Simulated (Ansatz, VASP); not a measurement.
Two plane-wave programs on CaMg

Contents of INCAR:

```
PREC     = Accurate       # precision mode
ENCUT    = 520            # plane-wave cutoff, eV
EDIFF    = 1E-6           # SCF threshold, eV
ISMEAR   = 0              # smearing method
SIGMA    = 0.15           # smearing width, eV
LREAL    = False          # projectors in reciprocal space
LASPH    = True           # aspherical terms in the spheres
NELM     = 60             # most SCF steps
ALGO     = Fast           # electronic algorithm
ISIF     = 2              # what is computed and relaxed
LWAVE    = False          # write WAVECAR
LCHARG   = False          # write CHGCAR
NBANDS   = 13             # bands
```

File KPOINTS:

```
Automatic mesh
0
Gamma
  14 14 14
```

POSCAR

```
CaMg
1.0
    4.0412877578      0.0000000000      0.0000000000
    0.0000000000      4.0412877578      0.0000000000
    0.0000000000      0.0000000000      3.5167286068
Ca Mg
1 1
Direct
    0.0000000000      0.0000000000      0.0000000000
    0.5000000000      0.5000000000      0.5000000000
```

Input for Ansatz:

```yaml
crystal:
  lattice:
    - [4.0412877578, 0.0, 0.0]
    - [0.0, 4.0412877578, 0.0]
    - [0.0, 0.0, 3.5167286068]
  atoms:
    - { symbol: Ca, position: [0.0, 0.0, 0.0] }
    - { symbol: Mg, position: [0.5, 0.5, 0.5] }
basis:
  ecutwfc: 520.0
kpoints:
  mp_grid: { grid: [14, 14, 14] }
hamiltonian:
  xc: lda
scf:
  occupations: { method: gaussian, width: 0.15 }
output:
  forces: true
  stress: true
  eigenvalues: true
```

Alike in both runs: task single point; functional LDA; k mesh 14 × 14 × 14; occupations gaussian, width 0.15 eV; no spin polarisation.

|  | VASP | Ansatz |
| --- | --- | --- |
| version | VASP 6.6.1 | Ansatz 0.2.0 |
| potentials or method | VASP PAW LDA potentials, release 64 (Ca_sv, Mg), cutoff 520 eV | scalar-relativistic, plane waves, PAW |
| valence electrons in the cell | 12 | 20 |

|  | VASP | Ansatz | Ansatz less VASP |
| --- | --- | --- | --- |
| gap on the k mesh at the Fermi level (eV) | none | none | - |
| pressure (GPa) | -0.1 | 0.0 | +0.14 |
| traceless stress, the component that is largest in VASP (GPa) | 1.76 | 1.75 | -0.011 |

LDA's correlation is that of Perdew and Zunger in VASP and of Perdew and Wang (1992) in Ansatz. A gap of «none» marks a metal or a gap that the smearing closes. VASP's potentials hold 12 valence electrons a cell and Ansatz's 20, so a difference there can come from the potentials and not from the codes.
